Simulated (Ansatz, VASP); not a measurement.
BN in VASP and in Ansatz

```
B N
1.0
     2.55394    0.00000    0.00000
    -1.27697    2.21178    0.00000
     0.00000    0.00000    4.22685
B N
2 2
Direct
  0.68450 0.34639 0.00655
  0.35116 0.67972 0.50655
  0.66667 0.33333 0.62528
  0.33333 0.66667 0.12528
```

Change from the starting cell: all B atoms moved +0.050 Å, as atom 1 along Cartesian [1 1 1].

Alike in both runs: task single point; functional PBE; k mesh 12 × 12 × 6; occupations gaussian, width 0.05 eV; no spin polarisation.

|  | VASP | Ansatz |
| --- | --- | --- |
| version | VASP 6.6.1 | Ansatz 0.2.0 |
| potentials or method | VASP PAW PBE potentials, release 64 (B, N), cutoff 520 eV | scalar-relativistic, plane waves, PAW |
| valence electrons in the cell | 16 | 16 |

VASP gave:

```
gap on the k mesh at the Fermi level (eV)                     : 5.34
least direct gap on the mesh (eV)                             : 8.08
pressure (GPa)                                                : 1.2
traceless stress, the component that is largest in VASP (GPa) : 0.99
rms of the force components (eV/Å)                            : 0.715
```

**Question.** Estimate Ansatz's values.

**Answer.** gap on the k mesh at the Fermi level (eV): 5.36; least direct gap on the mesh (eV): 8.08; pressure (GPa): 1.0; traceless stress, the component that is largest in VASP (GPa): 0.96; rms of the force components (eV/Å): 0.710.

Atom by atom the forces differ by 0.004 eV/Å (rms over components).
